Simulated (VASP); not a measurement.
SrO, 2 atoms in the cell. It takes space group Fm-3m (No. 225, cubic). The conventional cell has a = 5.133 Å, b = 5.133 Å, c = 5.133 Å, α = 90.00°, β = 90.00°, γ = 90.00°. Sr (site symmetry m-3m) has 6 O at 2.57 Å within 3.4 Å. O (site symmetry m-3m) has 6 Sr at 2.57 Å within 3.4 Å. 

- Program: VASP 6.6.1
- Task: relaxation of cell and atoms
- Functional: LDA
- Potentials or basis: VASP PAW LDA potentials, release 64 (Sr_sv, O)
- Cutoff: 600 eV
- k mesh: 9 × 9 × 9
- Occupations: fermi-dirac, width 0.15 eV
- Spin: no spin polarisation
- Dipole correction: no
- Further INCAR settings: ALGO = Normal; EDIFF = 1e-07; IBRION = 2; EDIFFG = -0.01; NSW = 60; ISIF = 3

Potentials or basis: VASP PAW LDA potentials, release 64 (Sr_sv, O).

Command:

```sh
$ cat potpaw_LDA.64/Sr_sv/POTCAR potpaw_LDA.64/O/POTCAR > POTCAR
$ mpirun -np 1 vasp_std > vasp.out
```

Hardware: 1 thread of Intel Xeon 8259CL, with other jobs on the host.

How long does it take, and how much memory?

It took 90 s on 1 thread of Intel Xeon 8259CL, on a shared host, peak memory 0.17 GiB. Counts: scf iterations 31, k points 35, ion steps 3.
